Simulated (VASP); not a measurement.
Write the native input for VASP 6.6.1 that does the following.

```
Task                   : single point
Functional             : PBE
Potentials or basis    : VASP PAW PBE potentials, release 64 (Ga_d, P)
Cutoff                 : 500 eV
k mesh                 : 6 × 6 × 6
Occupations            : gaussian, width 0.01 eV
Spin                   : no spin polarisation
Dipole correction      : no
Further INCAR settings : ALGO = Normal; EDIFF = 1e-06; NBANDS = 16
```

The structure of GaP lies in POSCAR:

```
GaP
1.0
    0.0000000000      2.7797914262      2.7797914262
    2.7797914262      0.0000000000      2.7797914262
    2.7797914262      2.7797914262      0.0000000000
Ga P
1 1
Direct
    0.0000000000      0.0000000000      0.0000000000
    0.2500000000      0.2500000000      0.2500000000
```

This cell differs from its parent crystal: volume changed by +3%.

One way to write it, as run:

INCAR

```
  ALGO = Normal
  EDIFF = 1E-6
  ENCUT = 500
  GGA = PE
  GGA_COMPAT = False
  ISIF = 2
  ISMEAR = 0
  LASPH = True
  LCHARG = False
  LREAL = False
  LWAVE = False
  NBANDS = 16
  NELM = 120
  PREC = Accurate
  SIGMA = 0.01
```

KPOINTS

```
k-points
0
Gamma
  6 6 6
```

Potentials or basis: VASP PAW PBE potentials, release 64 (Ga_d, P).

Command:

```bash
$ cat potpaw_PBE.64/Ga_d/POTCAR potpaw_PBE.64/P/POTCAR > POTCAR
$ mpirun -np 1 vasp_std > vasp.out
```

It gave:

The pressure is -2.1 GPa and the band gap on the k mesh is 1.34 eV, direct.

Wall time 12 s on 1 thread of AMD EPYC 7R43 64-Core Processor (Zen 3), on a shared host, peak memory 0.13 GiB.
